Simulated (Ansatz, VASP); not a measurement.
# Two plane-wave programs on Al2BN3

The input INCAR:

```
SYSTEM = Al2BN3
PREC     = Accurate       ! precision mode
ENCUT    = 600            ! plane-wave cutoff, eV
EDIFF    = 1E-7           ! SCF threshold, eV
ISMEAR   = 0              ! smearing method
SIGMA    = 0.02           ! smearing width, eV
LREAL    = .False.        ! projectors in reciprocal space
LASPH    = .True.         ! aspherical terms in the spheres
NELM     = 100            ! most SCF steps
ALGO     = Normal         ! electronic algorithm
ISIF     = 3              ! what is computed and relaxed
LWAVE    = .False.        ! write WAVECAR
LCHARG   = .False.        ! write CHGCAR
GGA      = PE             ! functional
IBRION   = 2              ! ionic algorithm
NSW      = 100            ! ionic steps
EDIFFG   = -0.01          ! ionic threshold
```

KPOINTS

```
Automatic mesh
0
Gamma
  12 12 2
  0 0 0
```

File POSCAR:

```
Al2BN3
1.0
    3.1171191642      0.0000000000      0.0000000000
   -1.5585595821      2.6995043828      0.0000000000
    0.0000000000      0.0000000000     12.8811433884
Al B N
4 2 6
Direct
    0.3333333333      0.6666666667      0.0911893585
    0.3333333333      0.6666666667      0.4088106415
    0.6666666667      0.3333333333      0.5911893585
    0.6666666667      0.3333333333      0.9088106415
    0.3333333333      0.6666666667      0.7500000000
    0.6666666667      0.3333333333      0.2500000000
    0.3333333333      0.6666666667      0.2500000000
    0.3333333333      0.6666666667      0.5890936981
    0.3333333333      0.6666666667      0.9109063019
    0.6666666667      0.3333333333      0.0890936981
    0.6666666667      0.3333333333      0.4109063019
    0.6666666667      0.3333333333      0.7500000000
```

Input for Ansatz:

```yaml
crystal:
  lattice:
    - [3.1171191642, 0.0, 0.0]
    - [-1.5585595821, 2.6995043828, 0.0]
    - [0.0, 0.0, 12.8811433884]
  atoms:
    - { symbol: Al, position: [0.3333333333, 0.6666666667, 0.0911893585] }
    - { symbol: Al, position: [0.3333333333, 0.6666666667, 0.4088106415] }
    - { symbol: Al, position: [0.6666666667, 0.3333333333, 0.5911893585] }
    - { symbol: Al, position: [0.6666666667, 0.3333333333, 0.9088106415] }
    - { symbol: B, position: [0.3333333333, 0.6666666667, 0.75] }
    - { symbol: B, position: [0.6666666667, 0.3333333333, 0.25] }
    - { symbol: "N", position: [0.3333333333, 0.6666666667, 0.25] }
    - { symbol: "N", position: [0.3333333333, 0.6666666667, 0.5890936981] }
    - { symbol: "N", position: [0.3333333333, 0.6666666667, 0.9109063019] }
    - { symbol: "N", position: [0.6666666667, 0.3333333333, 0.0890936981] }
    - { symbol: "N", position: [0.6666666667, 0.3333333333, 0.4109063019] }
    - { symbol: "N", position: [0.6666666667, 0.3333333333, 0.75] }
basis:
  ecutwfc: 420
kpoints:
  mp_grid: { grid: [12, 12, 2] }
hamiltonian:
  xc: pbe
scf:
  occupations: { method: gaussian, width: 0.02 }
output:
  forces: true
  stress: true
  eigenvalues: true
  write_density: true
  write_potential: true
  elf: true
  volumetric_format: npy
relax:
  adjacent_minimum: "off"
  f_tol: 0.01
  max_steps: 80
  cell: { stress_tol: 0.05 }
```

Alike in both runs: task relaxation of cell and atoms; functional PBE; k mesh 12 × 12 × 2; occupations gaussian, width 0.02 eV; no spin polarisation.

|  | VASP | Ansatz |
| --- | --- | --- |
| version | VASP 6.6.1 | Ansatz 0.2.0 |
| potentials or method | VASP PAW PBE potentials, release 64 (Al, B, N), cutoff 600 eV | scalar-relativistic, plane waves, PAW |
| valence electrons in the cell | 48 | 48 |

```tsv
	VASP	Ansatz	Ansatz less VASP
gap on the k mesh at the Fermi level, each at its own relaxed structure (eV)	1.83	1.83	-0.006
relaxed volume (Å³/atom)	9.02	9.03	+0.009
relaxed length of the cell vector where the two differ most in proportion (Å)	3.116	3.118	+0.0025
```
